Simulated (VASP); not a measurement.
Here is a VASP 6.6.1 calculation.

POSCAR

```
In3Sb
1.0
    4.8369620000      0.0000000000      0.0000000000
    0.0000000000      4.8369620000      0.0000000000
    0.0000000000      0.0000000000      4.8369620000
In Sb
3 1
Direct
    0.5000000000      0.5000000000      0.0000000000
    0.5000000000      0.0000000000      0.5000000000
    0.0000000000      0.5000000000      0.5000000000
    0.0000000000      0.0000000000      0.0000000000
```

File INCAR.step1:

```
SYSTEM = In3Sb
  PREC = Accurate
  ENCUT = 520
  ISMEAR = 0
  SIGMA = 0.01
  LREAL = .False.
  LASPH = .True.
  NELM = 100
  NBANDS = 30
  GGA = PE
  ALGO = Normal
  EDIFF = 1E-4
  LWAVE = .True.
  LCHARG = .False.
```

File INCAR.step2:

```
SYSTEM = In3Sb
  PREC = Accurate
  ENCUT = 520
  EDIFF = 1E-6
  ISMEAR = 0
  SIGMA = 0.01
  LREAL = .False.
  LASPH = .True.
  NELM = 100
  ALGO = Normal
  ISIF = 2
  LWAVE = .False.
  LCHARG = .False.
  METAGGA = R2SCAN
  LMIXTAU = .True.
  NBANDS = 30
  ISTART = 1
```

Contents of KPOINTS:

```
regular mesh
0
Gamma
  5 5 5
  0 0 0
```

Potentials or basis: VASP PAW PBE potentials, release 64 (In_d, Sb).

Run with:

```bash
$ cat potpaw_PBE.64/In_d/POTCAR potpaw_PBE.64/Sb/POTCAR > POTCAR
$ cp INCAR.step1 INCAR
$ mpirun -np 1 vasp_std > vasp.out
$ cp INCAR.step2 INCAR
$ mpirun -np 1 vasp_std > vasp.out
```

(1) What does it give for the band gap on the k mesh?

(2) Predict the pressure.

## Answers

(1) zero (band 22 reaches 7.27 eV, above the bottom of band 23 at 5.02 eV).

(2) -0.3 GPa.

Caveat: the PAW data sets were made with another functional, which shifts forces and pressure a little; spin-orbit coupling is left out, which moves the levels of the heavy elements.
